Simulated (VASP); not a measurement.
Wanted: the native input for a VASP 6.6.1 run.

```yaml
Task: single point
Functional: r2SCAN
Potentials_or_basis: VASP PAW PBE potentials, release 64 (Al, N)
Cutoff: 520 eV
k_mesh: 10 × 10 × 10
Occupations: gaussian, width 0.05 eV
Spin: no spin polarisation
Dipole_correction: no
Further_INCAR_settings: ALGO = Normal; EDIFF = 1e-06; NBANDS = 11
```

Crystal: AlN.

```
CELL_PARAMETERS angstrom
0.00000 2.18399 2.18399
2.18399 0.00000 2.18399
2.18399 2.18399 0.00000
ATOMIC_POSITIONS crystal
Al 0.99339 0.99339 0.99339
N 0.75000 0.75000 0.75000
```

This cell differs from its parent crystal: all Al atoms moved -0.050 Å, as atom 1 along Cartesian [1 1 1].

The input as run:

POSCAR

```
AlN
1.0
    0.0000000000      2.1839935596      2.1839935596
    2.1839935596      0.0000000000      2.1839935596
    2.1839935596      2.1839935596      0.0000000000
Al N
1 1
Direct
   -0.0066088825     -0.0066088825     -0.0066088825
    0.7500000000      0.7500000000      0.7500000000
```

INCAR.step1

```
SYSTEM = AlN
PREC = Accurate ; ENCUT = 520
ISMEAR = 0 ; SIGMA = 0.05
LREAL = .False. ; LASPH = .True.
NELM = 80 ; NBANDS = 11
GGA = PE ; ALGO = Normal
EDIFF = 1E-4 ; LWAVE = .True.
LCHARG = .False.
```

INCAR.step2

```
SYSTEM = AlN
PREC = Accurate ; ENCUT = 520
EDIFF = 1E-6 ; ISMEAR = 0
SIGMA = 0.05 ; LREAL = .False.
LASPH = .True. ; NELM = 80
ALGO = Normal ; ISIF = 2
LWAVE = .False. ; LCHARG = .False.
METAGGA = R2SCAN ; LMIXTAU = .True.
NBANDS = 11 ; ISTART = 1
```

KPOINTS

```
Automatic mesh
0
Gamma
  10 10 10
  0 0 0
```

Potentials or basis: VASP PAW PBE potentials, release 64 (Al, N).

Run with:

```sh
$ cat potpaw_PBE.64/Al/POTCAR potpaw_PBE.64/N/POTCAR > POTCAR
$ cp INCAR.step1 INCAR
$ mpirun -np 1 vasp_std > vasp.out
$ cp INCAR.step2 INCAR
$ mpirun -np 1 vasp_std > vasp.out
```

It gave:

```
Pressure               : 0.2 GPa
Largest force          : 0.852 eV/Å
Band gap on the k mesh : 3.86 eV, indirect (least direct gap 4.81 eV)
```

Caveat: the cell differs from its parent crystal (all Al atoms moved -0.050 Å, as atom 1 along Cartesian [1 1 1]); the PAW data sets were made with another functional, which shifts forces and pressure a little.

Wall time 62 s on 1 thread of Intel(R) Xeon(R) Platinum 8375C CPU @ 2.90GHz (Ice Lake), with other jobs on the host, peak memory 0.15 GiB.
